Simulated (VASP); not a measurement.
A run of VASP 6.6.1:

The input INCAR:

```
PREC = Accurate
ENCUT = 600
EDIFF = 1E-7
ISMEAR = 0
SIGMA = 0.1
LREAL = False
LASPH = True
NELM = 80
ALGO = Normal
ISIF = 3
LWAVE = False
LCHARG = False
GGA = PE
IBRION = 2
NSW = 100
EDIFFG = -0.01
```

The input KPOINTS:

```
Automatic mesh
0
Gamma
  12 12 4
```

The input POSCAR:

```
Ta4H
1.0
    2.9235551288      0.0000000000      0.0000000000
   -1.4617775644      2.5318730109      0.0000000000
    0.0000000000      0.0000000000     10.3628921917
Ta H
4 1
Direct
    0.3333333333      0.6666666667      0.8703824417
    0.3333333333      0.6666666667      0.3759610603
    0.6666666667      0.3333333333      0.1296175583
    0.6666666667      0.3333333333      0.6240389397
    0.0000000000      0.0000000000      0.0000000000
```

Potentials or basis: VASP PAW PBE potentials, release 64 (Ta_pv, H).

Launch:

```sh
$ cat potpaw_PBE.64/Ta_pv/POTCAR potpaw_PBE.64/H/POTCAR > POTCAR
$ mpirun -np 1 vasp_std > vasp.out
```

Hardware: 1 thread of Intel Xeon 8259CL (shared host).

Task: Estimate the wall time of this run.

Result: Wall time 11 min on 1 thread of Intel Xeon 8259CL (shared host), peak memory 0.32 GiB. Counts: scf iterations 43, k points 69, ion steps 5.
